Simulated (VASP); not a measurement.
# HfO2 (rutile type): single point with PBE

Crystal: HfO2 (rutile type).

```xyz
6
Lattice="4.4070 0.0000 0.0000 0.0000 4.4070 0.0000 0.0000 0.0000 3.0835" Properties=species:S:1:pos:R:3 pbc="T T T"
Hf    0.0000    0.0000    0.0000
Hf    2.2035    2.2035    1.5418
O     1.3479    1.3479    0.0000
O     3.0591    3.0591    0.0000
O     3.5514    0.8556    1.5418
O     0.8556    3.5514    1.5418
```

```json
{
 "Program": "VASP 6.6.1",
 "Task": "single point",
 "Functional": "PBE",
 "Potentials or basis": "VASP PAW PBE potentials, release 64 (Hf_pv, O)",
 "Cutoff": "520 eV",
 "k mesh": "7 × 7 × 11",
 "Occupations": "fermi-dirac, width 0.05 eV",
 "Spin": "no spin polarisation"
}
```

- Pressure: 84.2 GPa
- Largest force: 0.056 eV/Å
- Band gap on the k mesh: 4.74 eV

Forces in eV/Å, atoms in the order of the input:
```
Hf   0.000  0.000  0.000
Hf   0.000  0.000  0.000
O    0.039  0.039  0.000
O   -0.039 -0.039  0.000
O    0.039 -0.039  0.000
O   -0.039  0.039  0.000
```

Stress tensor (GPa, compression positive):
```
84.54  0.00  0.00
 0.00 84.54  0.00
 0.00  0.00 83.61
```

Levels at points of the mesh, in eV from the valence-band top:
| k point | band 18 | band 19 | band 20 | band 21 | band 22 | band 23 | band 24 | band 25 | band 26 | band 27 |
| --- | --- | --- | --- | --- | --- | --- | --- | --- | --- | --- |
| (0.00, 0.00, 0.00) | -1.62 | -0.65 | -0.11 | -0.11 | 0.00 | 4.74 | 4.96 | 6.37 | 6.61 | 6.61 |

Wall time 71 s on 1 thread of Intel(R) Xeon(R) Platinum 8488C (Sapphire Rapids) (shared host), peak memory 0.23 GiB.

Caveat: the cell stands under pressure; spin-orbit coupling is left out, which moves the levels of the heavy elements. A k mesh can miss the band edges.
